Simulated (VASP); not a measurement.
# Al16N15 (a cell with a defect) in VASP: notebook, part 2 of 3

VASP 6.6.1. Earlier steps stand in the parts before.

## 3. Single point, PBE

Contents of INCAR:

```
  PREC = Accurate
  ENCUT = 520
  EDIFF = 1E-7
  ISMEAR = 0
  SIGMA = 0.01
  LREAL = Auto
  LASPH = T
  NELM = 100
  ALGO = Normal
  ISIF = 2
  LWAVE = F
  LCHARG = F
  GGA = PE
  NELECT = 122.0
  NBANDS = 82
```

Contents of KPOINTS:

```
Automatic mesh
0
Gamma
  2 2 2
  0.5 0.5 0.5
```

Contents of POSCAR:

```
Al16N15
1.0
   -4.4031742015      4.4031742015     -4.4031742015
    4.4031742015     -4.4031742015     -4.4031742015
   -4.4031742015     -4.4031742015      4.4031742015
Al N
16 15
Direct
    0.4999569602      0.2573066512      0.2501201479
    0.2511156974      0.2505131903      0.5007564688
   -0.0003745754      0.2490430820      0.7498018560
    0.7578113186     -0.0000923925      0.2501836162
    0.7506245349      0.2504675644      0.0012377591
    0.5000714473     -0.0000764543      0.5076920856
    0.2495677631     -0.0000554315      0.7506787577
    0.0005627140      0.7493672418      0.2501699477
    1.0005422793      0.9999213036      0.9996572096
    0.7505703828      0.7508621941      0.5007222644
    0.5001031379      0.7494215597      0.7507327175
    0.2495338567      0.5004438720      0.2501891914
    0.2429544886      0.7428981897     -0.0068757751
   -0.0003963618      0.4994995969      0.4992452360
    0.7490765120      0.4994322122      0.7497231404
    0.5000234021      0.5003988422     -0.0003555528
    0.2503926679     -0.0000470638      0.4992259275
    0.0000880813     -0.0000766454      0.7501379170
    0.7491553903      0.7502187908      0.2502030955
    0.7491046084     -0.0000823020      0.0005252608
    0.5001134205      0.7502560998      0.4992939839
    0.2510150583      0.7509188647      0.7514814931
    0.0001187231      0.5000071509      0.2502975366
    0.0013161135      0.7508799609      0.0011732227
    0.7496829319      0.4985329207      0.4997909415
    0.5000449874      0.4999160742      0.7501988267
    0.2503522865      0.2490293147      0.2502265463
    0.2511078565      0.5013555341      0.0012429533
   -0.0011659174      0.2496385240      0.4998732542
    0.7497667272      0.2496107292      0.7489460609
    0.5000107551      0.2489853975      0.0004775456
```

Potentials or basis: VASP PAW PBE potentials, release 64 (Al, N).

Launch:

```console
$ cat potpaw_PBE.64/Al/POTCAR potpaw_PBE.64/N/POTCAR > POTCAR
$ mpirun -np 1 vasp_std > vasp.out
```

OUTCAR:

```text
PREC = Accurate
   ENCUT = 520
   EDIFF = 1E-7
   ISMEAR = 0
   LREAL = Auto
   LASPH = T
   NELM = 100
   ISIF = 2
   GGA = PE
   NELECT = 122.0

 ion  position               nearest neighbor table
   1  0.500  0.257  0.250-  25 1.88  27 1.88  31 1.88  10 3.07  12 3.07  16 3.07   9 3.11   7 3.11
                             2 3.11   5 3.11  15 3.11  14 3.11  13 3.20   6 3.21   4 3.21
   2  0.251  0.251  0.501-  26 1.90  27 1.90  17 1.91  29 1.92   4 3.07  15 3.10  16 3.11  11 3.11
                             1 3.11   6 3.11   7 3.12  12 3.12  14 3.12   3 3.12   9 3.12   8 3.12
   3  1.000  0.249  0.750-  18 1.90  30 1.90  29 1.91  28 1.92  13 3.08  10 3.10   9 3.11   7 3.11
                             6 3.11   4 3.11  12 3.12  16 3.12   5 3.12   2 3.12  15 3.12  14 3.12
   4  0.758  1.000  0.250-  20 1.88  19 1.88  29 1.88   9 3.07   8 3.07   2 3.07  11 3.11   5 3.11
                            16 3.11  10 3.11  14 3.11   3 3.11  13 3.21   6 3.21   1 3.21
   5  0.751  0.250  0.001-  23 1.90  20 1.91  31 1.91  30 1.92   6 3.07  14 3.10   8 3.11  12 3.11
                             4 3.11   1 3.11   3 3.12   9 3.12  15 3.12  16 3.12  11 3.12   7 3.12
   6  0.500  1.000  0.508-  17 1.88  30 1.88  21 1.88   7 3.07  11 3.07   5 3.07  12 3.11  15 3.11
                             8 3.11   2 3.11   3 3.11  10 3.11  13 3.20   1 3.21   4 3.21
   7  0.250  1.000  0.751-  18 1.90  31 1.90  22 1.90  17 1.92   6 3.07   9 3.10  10 3.11   3 3.11
                             1 3.11  13 3.11  14 3.12  16 3.12   2 3.12   8 3.12   5 3.12  11 3.12
   8  0.001  0.749  0.250-  23 1.90  24 1.90  17 1.91  19 1.92   4 3.07  12 3.10   5 3.11  14 3.11
                            13 3.11   6 3.11  15 3.12   7 3.12  16 3.12  10 3.12   9 3.12   2 3.12
   9  0.001  1.000  1.000-  18 1.90  24 1.91  27 1.91  20 1.92   4 3.07   7 3.10  10 3.11   3 3.11
[... 16 lines left out ...]
  18  0.000  1.000  0.750-   7 1.90  10 1.90   9 1.90   3 1.90
  19  0.749  0.750  0.250-   4 1.88  10 1.91  16 1.91   8 1.92
  20  0.749  1.000  0.001-   4 1.88  11 1.90   5 1.91   9 1.92
  21  0.500  0.750  0.499-   6 1.88  10 1.90  12 1.91  11 1.92
  22  0.251  0.751  0.751-  13 1.88   7 1.90  11 1.91  14 1.92
  23  0.000  0.500  0.250-   8 1.90  14 1.90  12 1.90   5 1.90
  24  0.001  0.751  0.001-  13 1.88   8 1.90   9 1.91  15 1.92
  25  0.750  0.499  0.500-   1 1.88  14 1.90  15 1.91  10 1.92
  26  0.500  0.500  0.750-   2 1.90  16 1.90  11 1.90  15 1.90
  27  0.250  0.249  0.250-   1 1.88   2 1.90   9 1.91  12 1.92
  28  0.251  0.501  0.001-  13 1.88  16 1.90  12 1.90   3 1.92
  29  0.999  0.250  0.500-   4 1.88  14 1.91   3 1.91   2 1.92
  30  0.750  0.250  0.749-   6 1.88   3 1.90  15 1.91   5 1.92
[... 212 lines left out ...]

 number of electron     121.9999975 magnetization

 Free energy of the ion-electron system (eV)
  ---------------------------------------------------
  ext. energy  EPLUGINS =         0.00000000
  ---------------------------------------------------
  free energy    TOTEN  =      -232.73446039 eV

  energy without entropy =     -232.73446039  energy(sigma->0) =     -232.73446039

 E-fermi :   6.2993     XC(G=0): -10.6849

 val. band max:        6.2329427105   @ k =  -0.2500   0.2500   0.2500
 cond. band min:       9.2068473633   @ k =   0.2500  -0.2500   0.2500
 fundamental gap:      2.9739046528
 Fermi energy:         6.2992792707

 k-point     1 :       0.2500    0.2500    0.2500
  band No.  band energies     occupation
      1      -8.4149      2.00000
      2      -8.4139      2.00000
      3      -8.4130      2.00000
      4      -8.1803      2.00000
      5      -7.0565      2.00000
      6      -7.0551      2.00000
[... 293 lines left out ...]
     72      12.3377      0.00000
     73      12.3428      0.00000
 [bands above 73 left out]

------------------------ aborting loop because EDIFF is reached ----------------------------------------

  FORCE on cell =-STRESS in cart. coord.  units (eV):
  Direction    XX          YY          ZZ          XY          YZ          ZX
  --------------------------------------------------------------------------------------
  -------------------------------------------------------------------------------------
  Total      -11.1467119    -11.1546002    -11.1556828     -0.0157953     -0.0199003     -0.0046853
  in kB      -52.2997683    -52.3367798    -52.3418592     -0.0741105     -0.0933710     -0.0219832
  external PRESSURE =     -52.3261358 kB  Pullay stress =       0.0000000 kB

 VOLUME and BASIS-vectors are now :
 -----------------------------------------------------------------------------
  energy-cutoff  :      520.00
  volume of cell :      341.47
      direct lattice vectors                 reciprocal lattice vectors
    -4.403174201  4.403174201 -4.403174201    -0.113554444  0.000000000 -0.113554444
     4.403174201 -4.403174201 -4.403174201     0.000000000 -0.113554444 -0.113554444
    -4.403174201 -4.403174201  4.403174201    -0.113554444 -0.113554444  0.000000000

 POSITION                                       TOTAL-FORCE (eV/Angst)
 -----------------------------------------------------------------------------------
     -2.16975     -0.03289     -2.23304        -0.001789     -0.000376     -0.003805
     -2.20757     -2.20227     -0.00384         0.004935      0.000501      0.009964
     -6.60645      0.00344     -2.19660        -0.005077      0.003415     -0.006606
     -0.03561     -2.16759     -6.63794         0.001431     -0.010378      0.007966
     -2.20773      2.19683     -4.40253         0.008558      0.000449     -0.000967
     -0.03452     -4.43639     -4.36928         0.000435      0.000435     -0.000406
[... 23 lines left out ...]
     -5.50001     -1.09547     -1.10269        -0.014631     -0.016783     -0.016258
     -1.10741      1.10321     -3.29586         0.006832      0.020364     -0.017525
 -----------------------------------------------------------------------------------
    total drift:                               -0.003781     -0.002716      0.003855

  FREE ENERGIE OF THE ION-ELECTRON SYSTEM (eV)
  ---------------------------------------------------
  free  energy   TOTEN  =      -232.7344603864 eV

  energy  without entropy=     -232.7344603864  energy(sigma->0) =     -232.73446039
```

OSZICAR:

```text
N       E                     dE             d eps       ncg     rms          rms(c)
DAV:   1     0.501245321786E+03    0.50125E+03   -0.56001E+04   656   0.133E+03
DAV:   2    -0.213118166992E+03   -0.71436E+03   -0.68590E+03   840   0.261E+02
DAV:   3    -0.267868414624E+03   -0.54750E+02   -0.54352E+02   776   0.773E+01
DAV:   4    -0.268676645824E+03   -0.80823E+00   -0.80619E+00   768   0.104E+01
DAV:   5    -0.268691540033E+03   -0.14894E-01   -0.14887E-01   808   0.139E+00    0.332E+01
DAV:   6    -0.232782436811E+03    0.35909E+02   -0.15220E+02   734   0.354E+01    0.118E+01
DAV:   7    -0.232870751109E+03   -0.88314E-01   -0.42999E+00   736   0.660E+00    0.779E+00
DAV:   8    -0.232744523407E+03    0.12623E+00   -0.49166E-01   744   0.295E+00    0.976E-01
DAV:   9    -0.232731880000E+03    0.12643E-01   -0.73644E-02   792   0.810E-01    0.630E-01
DAV:  10    -0.232735039793E+03   -0.31598E-02   -0.15963E-02   736   0.383E-01    0.287E-01
DAV:  11    -0.232734463480E+03    0.57631E-03   -0.18747E-03   728   0.144E-01    0.775E-02
DAV:  12    -0.232734461069E+03    0.24114E-05   -0.32038E-04   768   0.579E-02    0.255E-02
DAV:  13    -0.232734457953E+03    0.31157E-05   -0.93825E-06   832   0.144E-02    0.153E-02
DAV:  14    -0.232734460067E+03   -0.21144E-05   -0.11990E-05   760   0.125E-02    0.442E-03
DAV:  15    -0.232734460442E+03   -0.37459E-06   -0.32909E-06   784   0.633E-03    0.277E-03
DAV:  16    -0.232734460386E+03    0.55627E-07   -0.40690E-07   720   0.284E-03
   1 F= -.23273446E+03 E0= -.23273446E+03  d E =-.319699E-21
```

It took 2.5 min on 1 thread of AMD EPYC 9R45 (Zen 5), shared host; peak memory 0.45 GiB.

Results:

```
Free energy   : -232.7345 eV
Largest force : 0.034 eV/Å
```

Forces on the atoms (eV/Å):
```
Al  -0.002  0.000 -0.004
Al   0.005  0.001  0.010
Al  -0.005  0.003 -0.007
Al   0.001 -0.010  0.008
Al   0.009  0.000 -0.001
Al   0.000  0.000  0.000
Al   0.006  0.009 -0.005
Al   0.004 -0.014  0.001
Al   0.002 -0.001  0.001
Al  -0.002  0.004 -0.001
Al   0.013  0.003 -0.003
Al  -0.011  0.001  0.002
Al   0.009  0.012  0.007
Al  -0.008 -0.003  0.001
Al  -0.005 -0.003 -0.005
Al  -0.008 -0.001  0.001
N    0.016 -0.014  0.014
N   -0.001 -0.010  0.004
N   -0.013  0.015  0.020
N    0.019  0.017 -0.022
N   -0.012  0.017  0.016
N    0.006  0.011 -0.017
N    0.004  0.010  0.004
N    0.015 -0.014  0.007
N   -0.019 -0.021 -0.014
N   -0.003  0.000 -0.006
N    0.017 -0.008  0.018
N   -0.013  0.015  0.018
N   -0.017 -0.023 -0.012
N   -0.015 -0.017 -0.016
N    0.007  0.020 -0.018
```

Caveat: the cell carries a net charge on a neutralising background, which shifts energy and pressure; the cell is charged against a uniform background, so pressure and absolute levels hang on convention.

## 4. Single point, PBE

Contents of INCAR:

```
PREC = Accurate ; ENCUT = 520
EDIFF = 1E-7 ; ISMEAR = 0
SIGMA = 0.01 ; LREAL = Auto
LASPH = True ; NELM = 100
ALGO = Normal ; ISIF = 2
LWAVE = False ; LCHARG = False
GGA = PE ; NBANDS = 82
NELECT = 122.0
```

KPOINTS is that of step 3.

Contents of POSCAR:

```
Al16N15
1.0
   -4.4031742015      4.4031742015     -4.4031742015
    4.4031742015     -4.4031742015     -4.4031742015
   -4.4031742015     -4.4031742015      4.4031742015
Al N
16 15
Direct
    0.4999572165      0.2573073364      0.2501207527
    0.2511152266      0.2505134975      0.5007573749
   -0.0003765309      0.2490413354      0.7497993305
    0.7578108485     -0.0000916345      0.2501827866
    0.7506242137      0.2504688246      0.0012380633
    0.5000714554     -0.0000780277      0.5076922676
    0.2495692823     -0.0000549721      0.7506822639
    0.0005620498      0.7493682552      0.2501711353
    1.0005447058      0.9999214349      0.9996569894
    0.7505708755      0.7508647765      0.5007222956
    0.5001020423      0.7494209506      0.7507322391
    0.2495345612      0.5004436952      0.2501906873
    0.2429535218      0.7428980883     -0.0068767177
   -0.0003945810      0.4994998233      0.4992441210
    0.7490769735      0.4994325903      0.7497244888
    0.5000252133      0.5003991518     -0.0003562689
    0.2503906210     -0.0000468640      0.4992287287
    0.0000883592     -0.0000766375      0.7501369002
    0.7491548815      0.7502195770      0.2502026175
    0.7491051648     -0.0000823011      0.0005226863
    0.5001135002      0.7502553328      0.4992944275
    0.2510143571      0.7509176412      0.7514808220
    0.0001186573      0.5000073715      0.2502965532
    0.0013155653      0.7508790732      0.0011736241
    0.7496854071      0.4985366724      0.4997931353
    0.5000447075      0.4999156265      0.7501976365
    0.2503528717      0.2490292671      0.2502278047
    0.2511061663      0.5013515398      0.0012412057
   -0.0011666886      0.2496378611      0.4998718009
    0.7497653566      0.2496093858      0.7489450550
    0.5000112466      0.2489859008      0.0004788296
```

Launch:

```console
$ cat potpaw_PBE.64/Al/POTCAR potpaw_PBE.64/N/POTCAR > POTCAR
$ mpirun -np 1 vasp_std > vasp.out
```

It took 2.5 min on 1 thread of AMD EPYC 9R45 (Zen 5), shared host; peak memory 0.45 GiB.

The run converged. Its results:

| Property | Result |
| --- | --- |
| Free energy | -232.7345 eV |
| Largest force | 0.033 eV/Å |

Forces on the atoms (eV/Å):
```
Al  -0.002 -0.001 -0.004
Al   0.005  0.001  0.010
Al  -0.005  0.003 -0.007
Al   0.002 -0.010  0.008
Al   0.008  0.001 -0.001
Al   0.001  0.000  0.000
Al   0.006  0.009 -0.005
Al   0.003 -0.014  0.001
Al   0.002 -0.002  0.001
Al  -0.002  0.004  0.000
Al   0.013  0.003 -0.003
Al  -0.011  0.001  0.001
Al   0.009  0.012  0.007
Al  -0.008 -0.003  0.001
Al  -0.005 -0.003 -0.005
Al  -0.008 -0.001  0.001
N    0.016 -0.013  0.014
N   -0.001 -0.010  0.004
N   -0.013  0.015  0.020
N    0.018  0.017 -0.022
N   -0.012  0.017  0.016
N    0.006  0.011 -0.017
N    0.004  0.010  0.004
N    0.015 -0.014  0.007
N   -0.019 -0.021 -0.014
N   -0.004  0.000 -0.006
N    0.017 -0.008  0.018
N   -0.012  0.015  0.017
N   -0.017 -0.023 -0.012
N   -0.015 -0.017 -0.016
N    0.007  0.020 -0.018
```

Levels at points of the mesh, in eV from the Fermi level:
| k point | band 57 | band 58 | band 59 | band 60 | band 61 | band 62 | band 63 | band 64 | band 65 | band 66 |
| --- | --- | --- | --- | --- | --- | --- | --- | --- | --- | --- |
| (0.25, 0.25, 0.25) | -0.97 | -0.97 | -0.97 | -0.97 | -0.29 | 3.47 | 3.47 | 3.47 | 5.10 | 5.10 |

Caveat: the cell carries a net charge on a neutralising background, which shifts energy and pressure; the cell is charged against a uniform background, so pressure and absolute levels hang on convention.

(Part 2 of 3 ends here.)
